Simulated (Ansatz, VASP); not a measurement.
**CO2 in VASP and in Ansatz**

```
O C
1.0
     2.63591   -2.38738    0.00000
     2.63591    2.38738    0.00000
     0.00000    0.00000    6.58717
O C
4 2
Direct
  0.30651 0.69349 0.60816
  0.69349 0.30651 0.39184
  0.19349 0.80651 0.10816
  0.80651 0.19349 0.89184
  0.50000 0.50000 0.50000
  0.00000 0.00000 0.00000
```

Alike in both runs: functional r2SCAN; k mesh 8 × 8 × 4; occupations fermi-dirac, width 0.05 eV; no spin polarisation.

```csv
,VASP,Ansatz
version,VASP 6.6.1,Ansatz 0.2.0
potentials or method,"VASP PAW PBE potentials, release 64 (O, C)",Ansatz PAW
plane-wave cutoff (eV),520,500
valence electrons in the cell,32,32
task,single point,band structure
```

Ansatz gave:

| Quantity | Value |
| --- | --- |
| gap on the k mesh at the Fermi level (eV) | 7.25 |
| least direct gap on the mesh (eV) | 7.82 |
| pressure (GPa) | -1.6 |
| traceless stress, the component that is largest in VASP (GPa) | -1.83 |
| rms of the force components (eV/Å) | 0.331 |

Q: Estimate VASP's values.

A: gap on the k mesh at the Fermi level (eV): 7.22; least direct gap on the mesh (eV): 7.79; pressure (GPa): 0.4; traceless stress, the component that is largest in VASP (GPa): 0.18; rms of the force components (eV/Å): 0.026.

VASP's potentials were made for PBE, not for r2SCAN. Atom by atom the forces differ by 0.356 eV/Å (rms over components). One of these differences is far larger than is usual between the two programs; its cause wasn't traced.

Noted on VASP's run: the standard files for N, O and F lose accuracy on very short bonds.
